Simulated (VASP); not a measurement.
Write the native input for VASP 6.6.1 that does the following.

```yaml
Task: single point
Functional: PBE
Potentials_or_basis: VASP PAW PBE potentials, release 64 (Cr_pv)
Cutoff: 500 eV
k_mesh: 12 × 12 × 12
Occupations: fermi-dirac, width 0.05 eV
Spin: collinear spin, antiferromagnetic start
Starting_moments: "[1.011, -1.011] μB"
Dipole_correction: no
Further_INCAR_settings: ALGO = Normal; EDIFF = 1e-06; NBANDS = 23
```

The structure of Cr lies in POSCAR:

```
Cr
1.0
    2.9391932559      0.0000000000      0.0000000000
    0.0000000000      2.9391932559      0.0000000000
    0.0000000000      0.0000000000      2.9411924489
Cr
2
Direct
    1.0000000000      0.0000000000      0.0000000000
    0.5000000000      0.5000000000      0.5000000000
```

These files were run (other wordings do the same):

INCAR

```
SYSTEM = Cr
PREC     = Accurate       ! precision mode
ENCUT    = 500            ! plane-wave cutoff, eV
EDIFF    = 1E-6           ! SCF threshold, eV
ISMEAR   = -1             ! smearing method
SIGMA    = 0.05           ! smearing width, eV
LREAL    = .FALSE.        ! projectors in reciprocal space
LASPH    = .TRUE.         ! aspherical terms in the spheres
NELM     = 200            ! most SCF steps
ALGO     = Normal         ! electronic algorithm
ISIF     = 2              ! what is computed and relaxed
LWAVE    = .FALSE.        ! write WAVECAR
LCHARG   = .TRUE.         ! write CHGCAR
ISPIN    = 2              ! spin polarisation
MAGMOM   = 1.011 -1.011   ! initial moments
LORBIT   = 11             ! projections on sites
LMAXMIX  = 4              ! l up to which the mixer works
GGA      = PE             ! functional
LELF     = .TRUE.         ! ELF
LVHAR    = .TRUE.       
NBANDS   = 23             ! bands
GGA_COMPAT= .FALSE.
```

KPOINTS

```
Automatic mesh
0
G
  12 12 12
  0 0 0
```

Potentials or basis: VASP PAW PBE potentials, release 64 (Cr_pv).

Launch:

```bash
$ cat potpaw_PBE.64/Cr_pv/POTCAR > POTCAR
$ mpirun -np 1 vasp_std > vasp.out
```

It gave:

```json
{
  "Pressure": "-10.6 GPa",
  "Band gap on the k mesh": "zero (filled and empty bands overlap)",
  "Net moment": "0.00 μB per cell",
  "Site moments": "Cr +1.64, -1.64 μB",
  "Valence electrons inside the program's atomic spheres": "Cr 10.87"
}
```

Caveat: the cell stands under tension; the antiferromagnetic order is the one typed at the start, and another may lie lower.

It took 3.5 min on 1 thread of Oxide Virtual Turin-like Processor, with other jobs on the host, peak memory 0.22 GiB.
